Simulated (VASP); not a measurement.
Crystal: Si.

```
Si
1.0
     0.00000    2.85523    2.72212
     2.85523    0.00000    2.72212
     2.85523    2.85523    0.00000
Si
2
Cartesian
  0.0000 0.0000 0.0000
  1.4276 1.4276 1.3611
```

This cell differs from its parent crystal: biaxial xy strain +4.9%.

Base run:

```yaml
Program: VASP 6.6.1
Functional: r2SCAN
Potentials_or_basis: VASP PAW PBE potentials, release 64 (Si)
Cutoff: 520 eV
k_mesh: 8 × 8 × 8
Occupations: gaussian, width 0.01 eV
Spin: no spin polarisation
```

Its results: band gap on the k mesh 0.45 eV, indirect (least direct gap 2.36 eV); pressure -7.8 GPa.

Q: The run is repeated on the same cell with these changes: functional from r2SCAN to HSE06; k mesh from 8 × 8 × 8 to 6 × 6 × 6. What comes out?

A: Band gap on the k mesh 0.94 eV, indirect (least direct gap 2.78 eV); pressure -8.1 GPa.

Several settings changed at once, so the effect can't be laid on one alone.

Caveats: the PAW data sets were made with another functional, which shifts forces and pressure a little.

A k mesh can miss the band edges.
